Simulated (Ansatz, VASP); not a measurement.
One calculation of AlN, two programs

Contents of INCAR:

```
SYSTEM = AlN
PREC = Accurate
ENCUT = 520
EDIFF = 1E-7
ISMEAR = 0
SIGMA = 0.05
LREAL = .False.
LASPH = .True.
NELM = 100
ALGO = Normal
ISIF = 2
LWAVE = .False.
LCHARG = .False.
GGA = PE
NBANDS = 16
```

KPOINTS

```
regular mesh
0
Gamma
  9 9 6
  0 0 0
```

File POSCAR:

```
AlN
1.0
    3.1110021516      0.0000000000      0.0000000000
   -1.5555010758      2.6942068945      0.0000000000
    0.0000000000      0.0000000000      4.9780000000
Al N
2 2
Direct
    0.3333333333      0.6666666667      0.0000000000
    0.6666666667      0.3333333333      0.5000000000
    0.3156513810      0.6578256905      0.3880501368
    0.6489847143      0.3244923572      0.8880501368
```

Input for Ansatz:

```yaml
crystal:
  lattice:
    - [3.1110021516, 0.0, 0.0]
    - [-1.5555010758, 2.6942068945, 0.0]
    - [0.0, 0.0, 4.978]
  atoms:
    - { symbol: Al, position: [0.3333333333, 0.6666666667, 0.0] }
    - { symbol: Al, position: [0.6666666667, 0.3333333333, 0.5] }
    - { symbol: "N", position: [0.315651381, 0.6578256905, 0.3880501368] }
    - { symbol: "N", position: [0.6489847143, 0.3244923572, 0.8880501368] }
basis:
  ecutwfc: 420
kpoints:
  mp_grid: { grid: [9, 9, 6] }
hamiltonian:
  xc: pbe
scf:
  occupations: { method: gaussian, width: 0.05 }
output:
  forces: true
  stress: true
  eigenvalues: true
```

Change from the starting cell: all N atoms moved +0.050 Å, as atom 3 towards its neighbour atom 2 (Al) at 1.885 Å.

Alike in both runs: task single point; functional PBE; k mesh 9 × 9 × 6; occupations gaussian, width 0.05 eV; no spin polarisation.

|  | VASP | Ansatz |
| --- | --- | --- |
| version | VASP 6.6.1 | Ansatz 0.2.0 |
| potentials or method | VASP PAW PBE potentials, release 64 (Al, N), cutoff 520 eV | scalar-relativistic, plane waves, PAW |
| valence electrons in the cell | 16 | 16 |

|  | VASP | Ansatz | Ansatz less VASP |
| --- | --- | --- | --- |
| gap on the k mesh at the Fermi level (eV) | 4.10 | 4.09 | -0.011 |
| least direct gap on the mesh (eV) | 4.10 | 4.09 | -0.011 |
| pressure (GPa) | 4.1 | 4.4 | +0.26 |
| traceless stress, the component that is largest in VASP (GPa) | -2.75 | -2.78 | -0.036 |
| rms of the force components (eV/Å) | 0.500 | 0.498 | -0.0019 |

Atom by atom the forces differ by 0.002 eV/Å (rms over components). The functional is the same, so the differences come from potentials, cutoffs and numerics.
